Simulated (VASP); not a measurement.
# In3As (P4/mmm) in VASP: a series of runs

In3As is run at these levels: PBE+D3(BJ); tasks: single point.

All numbers are computed with VASP 6.6.1; they aren't measurements. Logs are shortened: lines on timing, memory, paths and dates and some standing lists are left out, and cuts for length are marked.

## Step 1: The cell of the first run

Symmetry: P4/mmm, No. 123, tetragonal system. Conventional cell: a = 4.602 Å, b = 4.602 Å, c = 4.418 Å, α = 90.00°, β = 90.00°, γ = 90.00°. Within 4.2 Å of In (site symmetry mmm) lie 8 In at 3.19 to 3.25 Å and 4 As at 3.19 Å. Within 4.2 Å of In (site symmetry 4/mmm) lie 8 In at 3.19 Å and 4 As at 3.25 Å. As (site symmetry 4/mmm) has 12 In at 3.19 to 3.25 Å within 4.2 Å.

## Step 2: Single point, PBE+D3(BJ) (strain -0.0400 x Voigt [0, 1, 0, 0, 0, 0])

INCAR reads:

```
SYSTEM = In3As
PREC = Accurate
ENCUT = 520
EDIFF = 1E-7
ISMEAR = 0
SIGMA = 0.15
LREAL = .FALSE.
LASPH = .TRUE.
NELM = 80
ALGO = Fast
ISIF = 2
LWAVE = .FALSE.
LCHARG = .FALSE.
GGA = PE
IVDW = 12
NBANDS = 30
```

KPOINTS reads:

```
Automatic mesh
0
G
  10 10 10
  0 0 0
```

POSCAR reads:

```
In3As
1.0
    4.6021353856      0.0000000000      0.0000000000
    0.0000000000      4.4180499702      0.0000000000
    0.0000000000      0.0000000000      4.6021353856
In As
3 1
Direct
    0.0000000000      0.5000000000      0.5000000000
    0.5000000000      0.0000000000      0.5000000000
    0.5000000000      0.5000000000      0.0000000000
    0.0000000000      0.0000000000      0.0000000000
```

Potentials or basis: VASP PAW PBE potentials, release 64 (In_d, As).

On the command line:

```bash
cat potpaw_PBE.64/In_d/POTCAR potpaw_PBE.64/As/POTCAR > POTCAR
mpirun -np 1 vasp_std > vasp.out
```

OUTCAR:

```text
SYSTEM = In3As
   PREC = Accurate
   ENCUT = 520
   EDIFF = 1E-7
   ISMEAR = 0
   LREAL = .FALSE.
   LASPH = .TRUE.
   NELM = 80
   ISIF = 2
   GGA = PE
   IVDW = 12
 IVDW          = 12

 ion  position               nearest neighbor table
   1  0.000  0.500  0.500-   2 3.19   4 3.19   4 3.19   2 3.19   4 3.19   4 3.19   2 3.19   2 3.19
                             3 3.25   3 3.25   3 3.25   3 3.25
   2  0.500  0.000  0.500-   1 3.19   3 3.19   3 3.19   1 3.19   3 3.19   3 3.19   1 3.19   1 3.19
                             4 3.25   4 3.25   4 3.25   4 3.25
   3  0.500  0.500  0.000-   2 3.19   4 3.19   2 3.19   2 3.19   4 3.19   2 3.19   4 3.19   4 3.19
                             1 3.25   1 3.25   1 3.25   1 3.25
   4  0.000  0.000  0.000-   1 3.19   3 3.19   1 3.19   1 3.19   3 3.19   1 3.19   3 3.19   3 3.19
                             2 3.25   2 3.25   2 3.25   2 3.25

  LATTYP: Found a simple tetragonal cell.
 ALAT       =     4.6021353856
 C/A-ratio  =     0.9600000000

  Lattice vectors:

 A1 = (  -4.6021353856,   0.0000000000,   0.0000000000)
 A2 = (   0.0000000000,   0.0000000000,   4.6021353856)
 A3 = (   0.0000000000,   4.4180499702,   0.0000000000)

Analysis of symmetry for initial positions (statically):
=====================================================================
 Subroutine PRICEL returns:
 Original cell was already a primitive cell.

 Routine SETGRP: Setting up the symmetry group for a
 simple tetragonal supercell.

 Subroutine GETGRP returns: Found 16 space group operations
 (whereof 16 operations were pure point group operations)
 out of a pool of 16 trial point group operations.

The static configuration has the point symmetry D_4h.

Analysis of symmetry for dynamics (positions and initial velocities):
=====================================================================
 Subroutine PRICEL returns:
 Original cell was already a primitive cell.

 Routine SETGRP: Setting up the symmetry group for a
 simple tetragonal supercell.

 Subroutine GETGRP returns: Found 16 space group operations
 (whereof 16 operations were pure point group operations)
 out of a pool of 16 trial point group operations.

The dynamic configuration has the point symmetry D_4h.

 Subroutine INISYM returns: Found 16 space group operations
 (whereof 16 operations are pure point group operations),
 and found     1 'primitive' translations

----------------------------------------------------------------------------------------

                                     Primitive cell

  volume of cell :      93.5728

  direct lattice vectors                    reciprocal lattice vectors
     4.602135386  0.000000000  0.000000000     0.217290435  0.000000000  0.000000000
     0.000000000  4.418049970  0.000000000     0.000000000  0.226344203  0.000000000
     0.000000000  0.000000000  4.602135386     0.000000000  0.000000000  0.217290435

  length of vectors
     4.602135386  4.418049970  4.602135386     0.217290435  0.226344203  0.217290435

  position of ions in fractional coordinates (direct lattice)
     0.000000000  0.500000000  0.500000000
     0.500000000  0.000000000  0.500000000
     0.500000000  0.500000000  0.000000000
     0.000000000  0.000000000  0.000000000

  ion indices of the primitive-cell ions
   primitive index   ion index
                 1           1
                 2           2
                 3           3
                 4           4

----------------------------------------------------------------------------------------

 KPOINTS: Automatic mesh

Automatic generation of k-mesh.
 Grid dimensions read from file:
 generate k-points for:   10   10   10

 Generating k-lattice:

  Cartesian coordinates                     Fractional coordinates (reciprocal lattice)
     0.021729044  0.000000000  0.000000000     0.100000000  0.000000000  0.000000000
     0.000000000  0.022634420  0.000000000     0.000000000  0.100000000  0.000000000
     0.000000000  0.000000000  0.021729044     0.000000000  0.000000000  0.100000000

  Length of vectors
     0.021729044  0.022634420  0.021729044

  Shift w.r.t. Gamma in fractional coordinates (k-lattice)
     0.000000000  0.000000000  0.000000000

 Subroutine IBZKPT returns following result:
 ===========================================

 Found    126 irreducible k-points:

 Following reciprocal coordinates:
            Coordinates               Weight
  0.000000  0.000000  0.000000      1.000000
  0.100000  0.000000  0.000000      4.000000
  0.200000  0.000000  0.000000      4.000000
  0.300000  0.000000  0.000000      4.000000
  0.400000  0.000000  0.000000      4.000000
  0.500000  0.000000  0.000000      2.000000
[... 16 lines left out ...]
  0.400000  0.300000  0.000000      8.000000
  0.500000  0.300000  0.000000      4.000000
 [... further k-points ...]
   k-points           NKPTS =    126   k-points in BZ     NKDIM =    126   number of bands    NBANDS=     30
[... 55 lines left out ...]
   NGX = 17   NGY = 17   NGZ = 17

 number of electron      43.9999977 magnetization

 Free energy of the ion-electron system (eV)
  ---------------------------------------------------
  ext. energy  EPLUGINS =         0.00000000
  ---------------------------------------------------
  free energy    TOTEN  =       -11.92702614 eV

  energy without entropy =      -11.90237575  energy(sigma->0) =      -11.91470095

 E-fermi :   7.6735     XC(G=0): -10.5490

 val. band max:        7.6709543380   @ k =   0.2000   0.3000   0.0000
 cond. band min:       7.6740145402   @ k =   0.2000   0.2000   0.1000
 fundamental gap:      0.0030602021
 Fermi energy:         7.6734947461

 k-point     1 :       0.0000    0.0000    0.0000
  band No.  band energies     occupation
      1      -7.2324      2.00000
      2      -7.2172      2.00000
      3      -7.2172      2.00000
      4      -7.1765      2.00000
      5      -7.0268      2.00000
      6      -6.9835      2.00000
[... 22 lines left out ...]
     29      13.8642      0.00000
     30      14.7741      0.00000

 k-point     2 :       0.1000    0.0000    0.0000
  band No.  band energies     occupation
      1      -7.2202      2.00000
      2      -7.2149      2.00000
      3      -7.2030      2.00000
      4      -7.1642      2.00000
      5      -7.0228      2.00000
      6      -6.9760      2.00000
[... 22 lines left out ...]
     29      14.2143      0.00000
     30      15.3123      0.00000

 k-point     3 :       0.2000    0.0000    0.0000
  band No.  band energies     occupation
      1      -7.2088      2.00000
      2      -7.1856      2.00000
      3      -7.1613      2.00000
      4      -7.1285      2.00000
      5      -7.0137      2.00000
      6      -6.9527      2.00000
[... 22 lines left out ...]
     29      14.9145      0.00000
     30      15.4094      0.00000

 k-point     4 :       0.3000    0.0000    0.0000
  band No.  band energies     occupation
      1      -7.2010      2.00000
      2      -7.1357      2.00000
      3      -7.0956      2.00000
      4      -7.0723      2.00000
      5      -7.0031      2.00000
      6      -6.9154      2.00000
[... 22 lines left out ...]
     29      15.5101      0.00000
     30      15.5941      0.00000

 k-point     5 :       0.4000    0.0000    0.0000
  band No.  band energies     occupation
      1      -7.1944      2.00000
      2      -7.0859      2.00000
      3      -7.0131      2.00000
      4      -7.0035      2.00000
      5      -6.9903      2.00000
      6      -6.8738      2.00000
[... 22 lines left out ...]
     29      14.5210      0.00000
     30      14.7771      0.00000
[... 526 lines left out ...]
     29      13.3367      0.00000
     30      13.8614      0.00000

 k-point    22 :       0.3000    0.3000    0.0000
  band No.  band energies     occupation
      1      -7.1062      2.00000
      2      -7.1056      2.00000
      3      -7.0259      2.00000
      4      -7.0105      2.00000
      5      -6.9630      2.00000
      6      -6.9018      2.00000
[... 22 lines left out ...]
     29      12.8841      0.00000
     30      12.9423      0.00000

 k-point    23 :       0.4000    0.3000    0.0000
  band No.  band energies     occupation
      1      -7.0935      2.00000
      2      -7.0761      2.00000
      3      -6.9915      2.00000
      4      -6.9733      2.00000
      5      -6.9674      2.00000
      6      -6.9099      2.00000
[... 22 lines left out ...]
     29      12.9703      0.00000
     30      13.6234      0.00000

 k-point    24 :       0.5000    0.3000    0.0000
  band No.  band energies     occupation
      1      -7.0885      2.00000
      2      -7.0405      2.00000
      3      -7.0292      2.00000
      4      -6.9561      2.00000
      5      -6.9453      2.00000
      6      -6.8690      2.00000
[... 22 lines left out ...]
     29      12.8818      0.00000
     30      15.0131      0.00000

 [... further k-points ...]

------------------------ aborting loop because EDIFF is reached ----------------------------------------

 Edisp (eV)   -1.52170

 E8    (eV) :    -0.7302

  FORCE on cell =-STRESS in cart. coord.  units (eV):
  Direction    XX          YY          ZZ          XY          YZ          ZX
  --------------------------------------------------------------------------------------
  -------------------------------------------------------------------------------------
  Total       1.38343     0.97473     1.38343     0.00000    -0.00000     0.00000
  in kB      23.68748    16.68961    23.68748     0.00000    -0.00000     0.00000
  external pressure =       21.35 kB  Pullay stress =        0.00 kB

 VOLUME and BASIS-vectors are now :
 -----------------------------------------------------------------------------
  energy-cutoff  :      520.00
  volume of cell :       93.57
      direct lattice vectors                 reciprocal lattice vectors
     4.602135386  0.000000000  0.000000000     0.217290435  0.000000000  0.000000000
     0.000000000  4.418049970  0.000000000     0.000000000  0.226344203  0.000000000
     0.000000000  0.000000000  4.602135386     0.000000000  0.000000000  0.217290435

 POSITION                                       TOTAL-FORCE (eV/Angst)
 -----------------------------------------------------------------------------------
      0.00000      2.20902      2.30107         0.000000      0.000000      0.000000
      2.30107      0.00000      2.30107         0.000000      0.000000      0.000000
      2.30107      2.20902      0.00000         0.000000      0.000000      0.000000
      0.00000      0.00000      0.00000         0.000000      0.000000      0.000000
 -----------------------------------------------------------------------------------
    total drift:                                0.000000      0.000000      0.000000

  FREE ENERGIE OF THE ION-ELECTRON SYSTEM (eV)
  ---------------------------------------------------
  free  energy   TOTEN  =       -13.4487219935 eV

  energy  without entropy=      -13.4240716025  energy(sigma->0) =      -13.43639680
```

It took 15 min on 1 thread of AMD EPYC 7R13, shared host; peak memory 0.4 GiB.

Results:

* Free energy: -13.4487 eV
* Pressure: 2.1 GPa
* Band gap on the k mesh: zero (band 22 reaches 8.54 eV, above the bottom of band 23 at 3.89 eV)
* Dispersion energy per atom: -0.380 eV

Levels at points of the mesh, in eV from the Fermi level:
| k point | band 19 | band 20 | band 21 | band 22 | band 23 | band 24 | band 25 | band 26 |
| --- | --- | --- | --- | --- | --- | --- | --- | --- |
| (0.00, 0.00, 0.00) | -3.40 | -3.01 | -2.07 | -1.52 | 2.05 | 2.05 | 2.20 | 4.73 |
| (0.50, 0.00, 0.00) | -2.02 | -1.68 | -1.01 | -0.45 | 0.04 | 0.11 | 1.41 | 4.98 |
| (0.00, 0.50, 0.00) | -1.86 | -1.86 | -1.13 | -0.24 | -0.24 | -0.21 | 1.12 | 4.71 |
| (0.50, 0.50, 0.00) | -6.16 | -1.00 | -0.63 | 0.36 | 0.44 | 1.71 | 1.76 | 1.79 |
| (0.50, 0.00, 0.50) | -6.33 | -0.82 | -0.19 | 0.87 | 0.87 | 2.10 | 2.10 | 2.36 |
| (0.50, 0.50, 0.50) | -4.46 | -4.33 | -4.33 | -4.33 | -3.78 | 4.83 | 4.83 | 5.42 |

Caveat: the cell differs from its parent crystal (strain -0.0400 x Voigt [0, 1, 0, 0, 0, 0]); spin-orbit coupling is left out, which moves the levels of the heavy elements; pairwise dispersion overbinds metals, which lowers pressure and volume.

## Step 3: Single point, PBE+D3(BJ) (strain -0.0300 x Voigt [0, 1, 0, 0, 0, 0])

INCAR reads:

```
SYSTEM = In3As
PREC     = Accurate       ! precision mode
ENCUT    = 520            ! plane-wave cutoff, eV
EDIFF    = 1E-7           ! SCF threshold, eV
ISMEAR   = 0              ! smearing method
SIGMA    = 0.15           ! smearing width, eV
LREAL    = .FALSE.        ! projectors in reciprocal space
LASPH    = .TRUE.         ! aspherical terms in the spheres
NELM     = 100            ! most SCF steps
ALGO     = Fast           ! electronic algorithm
ISIF     = 2              ! what is computed and relaxed
LWAVE    = .FALSE.        ! write WAVECAR
LCHARG   = .TRUE.         ! write CHGCAR
GGA      = PE             ! functional
IVDW     = 12             ! dispersion correction
LELF     = .TRUE.         ! ELF
LVHAR    = .TRUE.       
NBANDS   = 30             ! bands
```

KPOINTS reads:

```
regular mesh
0
G
  10 10 10
  0 0 0
```

Edit POSCAR of step 2 so:

```diff
@@ -3,3 +3,3 @@
     4.6021353856      0.0000000000      0.0000000000
-    0.0000000000      4.4180499702      0.0000000000
+    0.0000000000      4.4640713240      0.0000000000
     0.0000000000      0.0000000000      4.6021353856
```

Potentials or basis: VASP PAW PBE potentials, release 64 (In_d, As).

On the command line:

```bash
cat potpaw_PBE.64/In_d/POTCAR potpaw_PBE.64/As/POTCAR > POTCAR
mpirun -np 1 vasp_std > vasp.out
```

It took 16 min on 1 thread of AMD EPYC 7R13, shared host; peak memory 0.4 GiB.

Results (log left out):

```
Free energy                : -13.4578 eV
Pressure                   : 1.5 GPa
Band gap on the k mesh     : zero (band 22 reaches 8.32 eV, above the bottom of band 23 at 3.81 eV)
Dispersion energy per atom : -0.376 eV
```

Stress tensor (GPa, compression positive):
```
1.71 0.00 0.00
0.00 1.20 0.00
0.00 0.00 1.71
```

Levels at points of the mesh, in eV from the Fermi level:
| k point | band 19 | band 20 | band 21 | band 22 | band 23 | band 24 | band 25 | band 26 |
| --- | --- | --- | --- | --- | --- | --- | --- | --- |
| (0.00, 0.00, 0.00) | -3.31 | -3.03 | -2.01 | -1.60 | 2.07 | 2.07 | 2.18 | 4.70 |
| (0.50, 0.00, 0.00) | -1.94 | -1.69 | -1.00 | -0.36 | -0.01 | 0.05 | 1.40 | 4.97 |
| (0.00, 0.50, 0.00) | -1.82 | -1.82 | -1.11 | -0.21 | -0.21 | -0.16 | 1.19 | 4.74 |
| (0.50, 0.50, 0.00) | -6.12 | -0.96 | -0.58 | 0.40 | 0.46 | 1.75 | 1.80 | 1.82 |
| (0.50, 0.00, 0.50) | -6.25 | -0.83 | -0.25 | 0.78 | 0.78 | 2.05 | 2.05 | 2.23 |
| (0.50, 0.50, 0.50) | -4.39 | -4.31 | -4.31 | -4.31 | -3.73 | 4.85 | 4.85 | 5.29 |

Caveat: the cell differs from its parent crystal (strain -0.0300 x Voigt [0, 1, 0, 0, 0, 0]); spin-orbit coupling is left out, which moves the levels of the heavy elements; pairwise dispersion overbinds metals, which lowers pressure and volume.

## Step 4: Single point, PBE+D3(BJ) (strain -0.0200 x Voigt [0, 1, 0, 0, 0, 0])

INCAR reads:

```
SYSTEM = In3As
ALGO = Fast
EDIFF = 1E-7
ENCUT = 520
GGA = PE
ISIF = 2
ISMEAR = 0
IVDW = 12
LASPH = .TRUE.
LCHARG = .FALSE.
LREAL = .FALSE.
LWAVE = .FALSE.
NBANDS = 30
NELM = 60
PREC = Accurate
SIGMA = 0.15
```

KPOINTS reads:

```
k-points
0
G
  10 10 10
  0 0 0
```

Edit POSCAR of step 3 so:

```diff
@@ -3,3 +3,3 @@
     4.6021353856      0.0000000000      0.0000000000
-    0.0000000000      4.4640713240      0.0000000000
+    0.0000000000      4.5100926779      0.0000000000
     0.0000000000      0.0000000000      4.6021353856
```

On the command line:

```bash
cat potpaw_PBE.64/In_d/POTCAR potpaw_PBE.64/As/POTCAR > POTCAR
mpirun -np 1 vasp_std > vasp.out
```

It took 16 min on 1 thread of AMD EPYC 7R13, shared host; peak memory 0.41 GiB.

The run converged. Its results:

```yaml
Free_energy: -13.4641 eV
Pressure: 1.0 GPa
Band_gap_on_the_k_mesh: zero (band 22 reaches 8.11 eV, above the bottom of band 23 at 3.74 eV)
Dispersion_energy_per_atom: -0.372 eV
```

Stress tensor (GPa, compression positive):
```
1.10 0.00 0.00
0.00 0.79 0.00
0.00 0.00 1.10
```

Levels at points of the mesh, in eV from the Fermi level:
```tsv
k point	band 19	band 20	band 21	band 22	band 23	band 24	band 25	band 26
(0.00, 0.00, 0.00)	-3.22	-3.04	-1.95	-1.68	2.09	2.09	2.15	4.68
(0.50, 0.00, 0.00)	-1.86	-1.70	-1.00	-0.28	-0.05	0.01	1.40	4.93
(0.00, 0.50, 0.00)	-1.78	-1.78	-1.10	-0.18	-0.18	-0.12	1.26	4.77
(0.50, 0.50, 0.00)	-6.08	-0.92	-0.53	0.43	0.48	1.78	1.84	1.85
(0.50, 0.00, 0.50)	-6.17	-0.84	-0.31	0.69	0.69	2.00	2.00	2.10
(0.50, 0.50, 0.50)	-4.33	-4.30	-4.30	-4.30	-3.67	4.87	4.87	5.16
```

Caveat: the cell differs from its parent crystal (strain -0.0200 x Voigt [0, 1, 0, 0, 0, 0]); spin-orbit coupling is left out, which moves the levels of the heavy elements; pairwise dispersion overbinds metals, which lowers pressure and volume.

## Step 5: Summary

```csv
cell,gap on the mesh (eV),pressure (GPa)
"a = 4.602, b = 4.418 Å, 4 atoms",none,2.1
"a = 4.602, b = 4.464 Å, 4 atoms",none,1.5
"a = 4.602, b = 4.510 Å, 4 atoms",none,1.0
```

Alike in all rows: task single point; level PBE+D3(BJ); potentials or basis VASP PAW PBE potentials, release 64 (In_d, As); no spin polarisation; k mesh 10 × 10 × 10; cutoff (eV) 520; smearing gaussian 0.15 eV.

Caveats: spin-orbit coupling is left out, which moves the levels of the heavy elements; pairwise dispersion overbinds metals, which lowers pressure and volume.

Absolute energies hang on the potentials; compare differences alone.
